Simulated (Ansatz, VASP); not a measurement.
# Two plane-wave programs on CdI2

Contents of INCAR:

```
  PREC = Accurate
  ENCUT = 500
  EDIFF = 1E-6
  ISMEAR = 0
  SIGMA = 0.05
  LREAL = False
  LASPH = True
  NELM = 120
  ALGO = Normal
  ISIF = 2
  LWAVE = False
  LCHARG = False
  GGA = PE
  IVDW = 12
  NBANDS = 20
  GGA_COMPAT = False
```

The input KPOINTS:

```
Automatic mesh
0
Gamma
  9 9 4
```

File POSCAR:

```
CdI2
1.0
    4.1378992343      0.0000000000      0.0000000000
   -2.0689496171      3.5835258553      0.0000000000
    0.0000000000      0.0000000000      6.6875250000
Cd I
1 2
Direct
    0.0000000000      0.0000000000      0.0000000000
    0.3333333333      0.6666666667      0.2492000000
    0.6666666667      0.3333333333      0.7508000000
```

Input for Ansatz:

```yaml
crystal:
  lattice:
    - [4.1378992343, 0.0, 0.0]
    - [-2.0689496171, 3.5835258553, 0.0]
    - [0.0, 0.0, 6.687525]
  atoms:
    - { symbol: Cd, position: [0.0, 0.0, 0.0] }
    - { symbol: I, position: [0.3333333333, 0.6666666667, 0.2492] }
    - { symbol: I, position: [0.6666666667, 0.3333333333, 0.7508] }
basis:
  ecutwfc: 420
kpoints:
  mp_grid: { grid: [9, 9, 4] }
hamiltonian:
  xc: pbe
  dispersion: d3bj
scf:
  occupations: { method: gaussian, width: 0.05 }
output:
  forces: true
  stress: true
  eigenvalues: true
```

Change from the starting cell: strain -0.025 along x and y, -0.025 along z, atoms carried along.

Alike in both runs: task single point; functional PBE; dispersion D3(BJ); k mesh 9 × 9 × 4; occupations gaussian, width 0.05 eV; no spin polarisation.

|  | VASP | Ansatz |
| --- | --- | --- |
| version | VASP 6.6.1 | Ansatz 0.2.0 |
| potentials or method | VASP PAW PBE potentials, release 64 (Cd, I), cutoff 500 eV | scalar-relativistic, plane waves, PAW |
| valence electrons in the cell | 26 | 54 |

|  | VASP | Ansatz | Ansatz less VASP |
| --- | --- | --- | --- |
| gap on the k mesh at the Fermi level (eV) | 2.45 | 2.46 | +0.010 |
| least direct gap on the mesh (eV) | 2.79 | 2.79 | +0.009 |
| pressure (GPa) | 3.6 | 3.5 | -0.17 |
| rms of the force components (eV/Å) | 0.300 | 0.287 | -0.0134 |

Atom by atom the forces differ by 0.013 eV/Å (rms over components). VASP's potentials hold 26 valence electrons a cell and Ansatz's 54, so a difference there can come from the potentials and not from the codes.

Neither program's run includes spin-orbit coupling.
